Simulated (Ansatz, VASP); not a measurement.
Sn: VASP beside Ansatz

```
Sn
1.0
    -1.86784    1.86784    1.86784
     1.86784   -1.86784    1.86784
     1.86784    1.86784   -1.86784
Sn
1
Direct
  0.00000 0.00000 0.00000
```

Alike in both runs: task single point; functional PBEsol; k mesh 13 × 13 × 13; occupations fermi-dirac, width 0.1 eV; no spin polarisation.

```csv
,VASP,Ansatz
version,VASP 6.6.1,Ansatz 0.2.0
potentials or method,"VASP PAW PBE potentials, release 64 (Sn_d), cutoff 520 eV","plane waves (420 eV) with PAW, scalar-relativistic"
valence electrons in the cell,14,14
```

Ansatz gave:

- pressure (GPa): 0.3

Estimate VASP's values.

pressure (GPa): 0.2.

VASP's potentials were made for PBE, not for PBEsol, and Ansatz warns of the same on its side.
